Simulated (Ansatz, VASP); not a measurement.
**Two plane-wave programs on KP2Ru2**

```xyz
5
Lattice="-1.9774 1.9774 6.1409 1.9774 -1.9774 6.1409 1.9774 1.9774 -6.1409" Properties=species:S:1:pos:R:3 pbc="T T T"
K     0.0000    0.0000    0.0000
P     0.0000    0.0000    4.1601
P     0.0000    0.0000    8.1217
Ru    0.0000    1.9774    3.0704
Ru    1.9774    0.0000    3.0704
```

Alike in both runs: task single point; functional LDA; k mesh 9 × 9 × 9; no spin polarisation.

|  | VASP | Ansatz |
| --- | --- | --- |
| version | VASP 6.6.1 | Ansatz 0.2.0 |
| potentials or method | VASP PAW LDA potentials, release 64 (K_sv, P, Ru_pv), cutoff 520 eV | plane waves, PAW |
| occupations | methfessel-paxton of order 1, width 0.1 eV | cold |
| valence electrons in the cell | 47 | 51 |

VASP gave:

* pressure (GPa): 2.5
* traceless stress, the component that is largest in VASP (GPa): -1.85

**Question.** Estimate Ansatz's values.

**Answer.** Pressure (GPa): 2.3; traceless stress, the component that is largest in VASP (GPa): -1.68.

LDA's correlation is that of Perdew and Zunger in VASP and of Perdew and Wang (1992) in Ansatz. VASP's potentials hold 47 valence electrons a cell and Ansatz's 51, so a difference there can come from the potentials and not from the codes.
